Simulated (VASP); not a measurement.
Os: single point with PBE

Os:

```xyz
1
Lattice="0.0583 1.9742 1.9742 1.9742 0.0583 1.9742 1.9742 1.9742 0.0583" Properties=species:S:1:pos:R:3 pbc="T T T"
Os    0.0000    0.0000    0.0000
```

This cell differs from its parent crystal: equal xy, yz and zx shear strains of +3 %.

| Item | Value |
| --- | --- |
| Program | VASP 6.6.1 |
| Task | single point |
| Functional | PBE |
| Potentials or basis | VASP PAW PBE potentials, release 64 (Os) |
| Cutoff | 520 eV |
| k mesh | 14 × 14 × 14 |
| Occupations | fermi-dirac, width 0.05 eV |
| Spin | no spin polarisation |
| Dipole correction | no |
| Further INCAR settings | ALGO = Normal; EDIFF = 1e-06; NBANDS = 10 |

```json
{
 "Pressure": "-8.5 GPa",
 "Band gap on the k mesh": "zero (band 4 reaches 10.88 eV, above the bottom of band 5 at 7.30 eV)"
}
```

Stress tensor (GPa, compression positive):
```
-8.51 -7.89 -7.89
-7.89 -8.51 -7.89
-7.89 -7.89 -8.51
```

Levels at points of the mesh, in eV from the Fermi level:
```
           k point  band 1  band 2  band 3  band 4  band 5  band 6  band 7  band 8
(0.00, 0.00, 0.00)  -10.35   -3.25   -2.55   -2.55    0.10    0.10   14.27   18.98
(0.50, 0.00, 0.00)   -7.20   -3.34   -2.54   -0.01    2.02    2.62    8.68   13.72
(0.50, 0.50, 0.00)   -7.08   -6.39    2.17    2.29    2.89    3.02   11.46   11.56
(0.50, 0.50, 0.50)   -7.35   -2.79   -2.79   -0.61    2.16    2.16    7.75   14.21
```

It took 18 s on 1 thread of Intel Xeon 6975P-C (shared host), peak memory 0.18 GiB.

Caveat: the cell differs from its parent crystal (equal xy, yz and zx shear strains of +3 %); spin-orbit coupling is left out, which moves the levels of the heavy elements.
